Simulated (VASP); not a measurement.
# Pd (P-6m2) in VASP: relaxation of cell and atoms with PBE

Aim: the relaxation of cell and atoms of Pd with PBE.

Program: VASP 6.6.1. These are calculated values, not measurements. Logs are shortened: lines on timing, memory, paths and dates and some standing lists are left out, and cuts for length are marked.

**1. The cell of the first run**

The structure is hexagonal, space group P-6m2 (No. 187). The conventional cell has a = 2.767 Å, b = 2.767 Å, c = 18.582 Å, α = 90.00°, β = 90.00°, γ = 120.00°. Within 3.6 Å of Pd (site symmetry 3m) lie 12 Pd at 2.77 to 2.82 Å. Pd (site symmetry 3m) has 12 Pd at 2.77 to 2.82 Å within 3.6 Å. Pd (site symmetry -6m2) has 12 Pd at 2.77 to 2.82 Å within 3.6 Å. Pd (site symmetry 3m) has 12 Pd at 2.77 to 2.82 Å within 3.6 Å. Pd (site symmetry -6m2) has 12 Pd at 2.77 to 2.82 Å within 3.6 Å.

**2. Relaxation of cell and atoms, PBE**

Input file INCAR:

```
PREC = Accurate
ENCUT = 600
EDIFF = 1E-7
ISMEAR = 0
SIGMA = 0.1
LREAL = False
LASPH = True
NELM = 60
ALGO = Fast
ISIF = 3
LWAVE = False
LCHARG = False
GGA = PE
IBRION = 2
NSW = 65
EDIFFG = -0.01
```

Input file KPOINTS:

```
regular mesh
0
Gamma
  18 18 3
```

Input file POSCAR:

```
Pd
1.0
    2.7669447521      0.0000000000      0.0000000000
   -1.3834723761      2.3962444462      0.0000000000
    0.0000000000      0.0000000000     18.5821834125
Pd
8
Direct
    0.0000000000      0.0000000000      0.0000000000
    0.3333333333      0.6666666667      0.1250000000
    0.0000000000      0.0000000000      0.2500000000
    0.3333333333      0.6666666667      0.3750000000
    0.0000000000      0.0000000000      0.5000000000
    0.6666666667      0.3333333333      0.6250000000
    0.3333333333      0.6666666667      0.7500000000
    0.6666666667      0.3333333333      0.8750000000
```

Potentials or basis: VASP PAW PBE potentials, release 64 (Pd).

The run is started by

```console
$ cat potpaw_PBE.64/Pd/POTCAR > POTCAR
$ mpirun -np 1 vasp_std > vasp.out
```

OUTCAR:

```text
PREC = Accurate
   ENCUT = 600
   EDIFF = 1E-7
   ISMEAR = 0
   LREAL = False
   LASPH = True
   NELM = 60
   ISIF = 3
   GGA = PE
   IBRION = 2
   NSW = 65
   EDIFFG = -0.01

 ion  position               nearest neighbor table
   1  0.000  0.000  0.000-   2 2.82   8 2.82   8 2.82   2 2.82   8 2.82   2 2.82
   2  0.333  0.667  0.125-   1 2.82   3 2.82   1 2.82   3 2.82   1 2.82   3 2.82
   3  0.000  0.000  0.250-   2 2.82   4 2.82   2 2.82   4 2.82   2 2.82   4 2.82
   4  0.333  0.667  0.375-   3 2.82   5 2.82   3 2.82   5 2.82   3 2.82   5 2.82
   5  0.000  0.000  0.500-   4 2.82   6 2.82   6 2.82   4 2.82   6 2.82   4 2.82
   6  0.667  0.333  0.625-   7 2.82   7 2.82   5 2.82   5 2.82   5 2.82   7 2.82
   7  0.333  0.667  0.750-   6 2.82   8 2.82   6 2.82   8 2.82   6 2.82   8 2.82
   8  0.667  0.333  0.875-   7 2.82   7 2.82   1 2.82   1 2.82   1 2.82   7 2.82

  LATTYP: Found a hexagonal cell.
 ALAT       =     2.7669447521
 C/A-ratio  =     6.7157768143

  Lattice vectors:

 A1 = (   2.7669447521,   0.0000000000,   0.0000000000)
 A2 = (  -1.3834723761,   2.3962444462,   0.0000000000)
 A3 = (   0.0000000000,   0.0000000000,  18.5821834125)

Analysis of symmetry for initial positions (statically):
=====================================================================
 Subroutine PRICEL returns:
 Original cell was already a primitive cell.

 Routine SETGRP: Setting up the symmetry group for a
 hexagonal supercell.

 Subroutine GETGRP returns: Found 12 space group operations
 (whereof  6 operations were pure point group operations)
 out of a pool of 24 trial point group operations.

The static configuration has the point symmetry C_3v.
 The point group associated with its full space group is D_3h.

Analysis of symmetry for dynamics (positions and initial velocities):
=====================================================================
 Subroutine PRICEL returns:
 Original cell was already a primitive cell.

 Routine SETGRP: Setting up the symmetry group for a
 hexagonal supercell.

 Subroutine GETGRP returns: Found 12 space group operations
 (whereof  6 operations were pure point group operations)
 out of a pool of 24 trial point group operations.

The dynamic configuration has the point symmetry C_3v.
 The point group associated with its full space group is D_3h.

 Subroutine INISYM returns: Found 12 space group operations
 (whereof  6 operations are pure point group operations),
 and found     1 'primitive' translations

----------------------------------------------------------------------------------------

                                     Primitive cell

  volume of cell :     123.2050

  direct lattice vectors                    reciprocal lattice vectors
     2.766944752  0.000000000  0.000000000     0.361409457  0.208659847  0.000000000
    -1.383472376  2.396244446  0.000000000     0.000000000  0.417319694  0.000000000
     0.000000000  0.000000000 18.582183413     0.000000000  0.000000000  0.053814989

  length of vectors
     2.766944752  2.766944752 18.582183413     0.417319694  0.417319694  0.053814989

  position of ions in fractional coordinates (direct lattice)
     0.000000000  0.000000000  0.000000000
     0.333333333  0.666666667  0.125000000
     0.000000000  0.000000000  0.250000000
     0.333333333  0.666666667  0.375000000
     0.000000000  0.000000000  0.500000000
     0.666666667  0.333333333  0.625000000
     0.333333333  0.666666667  0.750000000
     0.666666667  0.333333333  0.875000000

  ion indices of the primitive-cell ions
   primitive index   ion index
                 1           1
                 2           2
                 3           3
                 4           4
                 5           5
                 6           6
                 7           7
                 8           8

----------------------------------------------------------------------------------------

 KPOINTS: regular mesh

Automatic generation of k-mesh.
 Grid dimensions read from file:
 generate k-points for:   18   18    3

 Generating k-lattice:

  Cartesian coordinates                     Fractional coordinates (reciprocal lattice)
     0.020078303  0.011592214  0.000000000     0.055555556  0.000000000  0.000000000
     0.000000000  0.023184427  0.000000000     0.000000000  0.055555556  0.000000000
     0.000000000  0.000000000  0.017938330     0.000000000  0.000000000  0.333333333

  Length of vectors
     0.023184427  0.023184427  0.017938330

  Shift w.r.t. Gamma in fractional coordinates (k-lattice)
     0.000000000  0.000000000  0.000000000

 Subroutine IBZKPT returns following result:
 ===========================================

 Found     74 irreducible k-points:

 Following reciprocal coordinates:
            Coordinates               Weight
  0.000000  0.000000  0.000000      1.000000
  0.055556 -0.000000  0.000000      6.000000
  0.111111 -0.000000  0.000000      6.000000
  0.166667  0.000000  0.000000      6.000000
  0.222222 -0.000000  0.000000      6.000000
  0.277778 -0.000000  0.000000      6.000000
[... 16 lines left out ...]
  0.333333  0.111111  0.000000     12.000000
  0.388889  0.111111  0.000000     12.000000
 [... further k-points ...]
   k-points           NKPTS =     74   k-points in BZ     NKDIM =     74   number of bands    NBANDS=     48
   number of dos      NEDOS =    301   number of ions     NIONS =      8
   total plane-waves  NPLWV =  86400
   dimension x,y,z NGX =    24 NGY =   24 NGZ =  150
   dimension x,y,z NGXF=    48 NGYF=   48 NGZF=  300
   ions per type =               8
   NGX,Y,Z   is equivalent  to a cutoff of  14.42, 14.42, 13.42 a.u.
   NGXF,Y,Z  is equivalent  to a cutoff of  28.84, 28.84, 26.84 a.u.
 SYSTEM =  unknown system
   PREC   = accura    normal or accurate (medium, high low for compatibility)
   ISTART =      0    job   : 0-new  1-cont  2-samecut
   ICHARG =      2    charge: 1-file 2-atom 10-const
   ISPIN  =      1    spin polarized calculation?
   LNONCOLLINEAR =      F non collinear calculations
   LSORBIT =      F    spin-orbit coupling
   LASPH  =      T    aspherical Exc in radial PAW
   ENCUT  =  600.0 eV  44.10 Ry    6.64 a.u.   5.53  5.53 37.11*2*pi/ulx,y,z
   NELM   =     60;   NELMIN=  2; NELMDL= -5     # of ELM steps
   EDIFF  = 0.1E-06   stopping-criterion for ELM
   LREAL  =      F    real-space projection
   EDIFFG = -.1E-01   stopping-criterion for IOM
   NSW    =     65    number of steps for IOM
   IBRION =      2    ionic relax: 0-MD 1-quasi-New 2-CG
   NFREE  =      1    steps in history (QN), initial steepest desc. (CG)
   ISIF   =      3    stress and relaxation
   ISYM   =      2    0-nonsym 1-usesym 2-fastsym
   POTIM  = 0.5000    time-step for ionic-motion
   TEBEG  =    0.0;   TEEND  =   0.0 temperature during run
   PSTRESS=    0.0 pullay stress
   NELECT =      80.0000    total number of electrons
   NUPDOWN=      -1.0000    fix difference up-down
   EMIN   =  10.00;   EMAX   =-10.00  energy-range for DOS
   EFERMI =   0.00;   METHOD = LEGACY
   ISMEAR =     0;   SIGMA  =   0.10  broadening in eV -4-tet -1-fermi 0-gaus
   EFERMI_NEDOS =   21; number of points for ismear=-14 and -15
   IALGO  =     68    algorithm
   IMIX   =      4    mixing-type and parameters
     AMIX     =   0.40;   BMIX     =  1.00
     AMIX_MAG =   1.60;   BMIX_MAG =  1.00
  volume/ion in A,a.u.               =      15.40       103.93
  Fermi-wavevector in a.u.,A,eV,Ry     =   1.417627  2.678927 27.343179  2.009667
  Thomas-Fermi vector in A             =   2.538838
   LORBIT       =      0    0 simple, 1 ext, 2 COOP (PROOUT), +10 PAW based schemes
   GGA     = PE    functional components
   LHFCALC =     F    Hartree Fock is set to
   AEXX    =    0.0000 exact exchange contribution
   IVDW    =     0    specifies the selected vdW correction
   LEPSILON=     F    determine dielectric tensor
   LRPA    =     F    only Hartree local field effects (RPA)
 conjugate gradient relaxation of ions
 non-spin polarized calculation
 RMM-DIIS sequential band-by-band and
 Gauss-broadening in eV      SIGMA  =   0.10
  energy-cutoff  :      600.00
  volume of cell :      123.21
 maximum number of plane-waves:      4185
 NGX is ok and might be reduce to    24
   NGX = 11   NGY = 11   NGZ = 75

--------------------------------------- Ionic step        1  -------------------------------------------

 number of electron      80.0000006 magnetization

 Free energy of the ion-electron system (eV)
  ---------------------------------------------------
  ext. energy  EPLUGINS =         0.00000000
  ---------------------------------------------------
  free energy    TOTEN  =       -41.66416287 eV

  energy without entropy =      -41.56440577  energy(sigma->0) =      -41.61428432

------------------------ aborting loop because EDIFF is reached ----------------------------------------

  FORCE on cell =-STRESS in cart. coord.  units (eV):
  Direction    XX          YY          ZZ          XY          YZ          ZX
  --------------------------------------------------------------------------------------
  -------------------------------------------------------------------------------------
  Total       -0.0536903     -0.0536903     -1.6403120      0.0000000      0.0000000     -0.0000000
  in kB       -0.6981972     -0.6981972    -21.3308757      0.0000000      0.0000000     -0.0000000
  external PRESSURE =      -7.5757567 kB  Pullay stress =       0.0000000 kB
[... 107 lines left out ...]
  FREE ENERGIE OF THE ION-ELECTRON SYSTEM (eV)
  ---------------------------------------------------
  free  energy   TOTEN  =       -41.6718714768 eV

  energy  without entropy=      -41.5710622269  energy(sigma->0) =      -41.62146685

[... ionic steps 4 to 8 ...]

--------------------------------------- Ionic step        9  -------------------------------------------

 number of electron      80.0000012 magnetization

------------------------ aborting loop because EDIFF is reached ----------------------------------------

  FORCE on cell =-STRESS in cart. coord.  units (eV):
  Direction    XX          YY          ZZ          XY          YZ          ZX
  --------------------------------------------------------------------------------------
  -------------------------------------------------------------------------------------
  Total        0.0911856      0.0911856      0.0778231     -0.0000000      0.0000000      0.0000000
  in kB        1.1925080      1.1925080      1.0177559     -0.0000000      0.0000000      0.0000000
  external PRESSURE =       1.1342573 kB  Pullay stress =       0.0000000 kB
[... 69 lines left out ...]
  energy  without entropy=      -41.5732404854  energy(sigma->0) =      -41.62479938

--------------------------------------- Ionic step       11  -------------------------------------------

 number of electron      80.0000012 magnetization

 Free energy of the ion-electron system (eV)
  ---------------------------------------------------
  ext. energy  EPLUGINS =         0.00000000
  ---------------------------------------------------
  free energy    TOTEN  =       -41.67638433 eV

  energy without entropy =      -41.57321544  energy(sigma->0) =      -41.62479989

 E-fermi :   9.1583     XC(G=0): -12.9461

 val. band max:        9.1579443336   @ k =   0.3333   0.1667   0.0000
 cond. band min:       9.1648272929   @ k =   0.3889   0.1667   0.3333
 fundamental gap:      0.0068829593
 Fermi energy:         9.1583199565

 k-point     1 :       0.0000    0.0000    0.0000
  band No.  band energies     occupation
      1       2.3027      2.00000
      2       2.8136      2.00000
      3       2.8333      2.00000
      4       3.9220      2.00000
      5       3.9225      2.00000
      6       4.1367      2.00000
[... 1213 lines left out ...]
     47      14.0730      0.00000
     48      14.8900      0.00000

 [... further k-points ...]

------------------------ aborting loop because EDIFF is reached ----------------------------------------

  FORCE on cell =-STRESS in cart. coord.  units (eV):
  Direction    XX          YY          ZZ          XY          YZ          ZX
  --------------------------------------------------------------------------------------
  -------------------------------------------------------------------------------------
  Total       -0.0045468     -0.0045468     -0.0000070      0.0000000      0.0000000      0.0000000
  in kB       -0.0594207     -0.0594207     -0.0000911      0.0000000      0.0000000      0.0000000
  external PRESSURE =      -0.0396442 kB  Pullay stress =       0.0000000 kB
[... 23 lines left out ...]
  FREE ENERGIE OF THE ION-ELECTRON SYSTEM (eV)
  ---------------------------------------------------
  free  energy   TOTEN  =       -41.6763843345 eV

  energy  without entropy=      -41.5732154409  energy(sigma->0) =      -41.62479989

 reached required accuracy - stopping structural energy minimisation
```

Run time: 1.8 h. Hardware: 1 thread of Oxide Virtual Turin-like, shared host; peak memory 0.53 GiB.

Results:

* Free energy: -41.6764 eV
* Relaxed volume: 15.32 Å³/atom
* Relaxed cell: a = 2.778 Å, b = 2.778 Å, c = 18.347 Å, α = 90.00°, β = 90.00°, γ = 120.00°
* Space group after relaxing (to 0.1 Å): P-6m2 (No. 187)
* Energy gained by relaxing: 1.5 meV/atom
* Ionic steps: 11
* Pressure after relaxing: 0.0 GPa
* Largest force after relaxing: 0.008 eV/Å
* Band gap on the k mesh: zero (bands 40 and 41 overlap by 1.02 eV)

Forces on the atoms (eV/Å):
```
Pd   0.000  0.000  0.006
Pd   0.000  0.000 -0.005
Pd   0.000  0.000  0.000
Pd   0.000  0.000  0.005
Pd   0.000  0.000 -0.006
Pd   0.000  0.000  0.008
Pd   0.000  0.000  0.000
Pd   0.000  0.000 -0.008
```

Step by step:
```csv
step,energy change (eV),largest force (eV/Å),pressure (GPa),volume (Å³)
1,0.0000,0.0712,-0.76,123.21
2,-0.0075,0.0513,0.97,121.91
3,-0.0077,0.0518,0.74,122.07
4,-0.0116,0.0385,-0.06,122.64
5,-0.0116,0.0397,0.00,122.59
6,-0.0118,0.0276,-0.01,122.60
7,-0.0120,0.0218,-0.04,122.62
8,-0.0121,0.0146,0.09,122.53
9,-0.0121,0.0142,0.11,122.51
10,-0.0122,0.0116,0.07,122.55
11,-0.0122,0.0075,0.00,122.60
```

Final structure:
```
Pd
1.0
     2.77773    0.00000    0.00000
    -1.38886    2.40558    0.00000
     0.00000    0.00000   18.34733
Pd
8
Direct
  0.00000 0.00000 0.99912
  0.33333 0.66667 0.12422
  0.00000 0.00000 0.25000
  0.33333 0.66667 0.37578
  0.00000 0.00000 0.50088
  0.66667 0.33333 0.62497
  0.33333 0.66667 0.75000
  0.66667 0.33333 0.87503
```
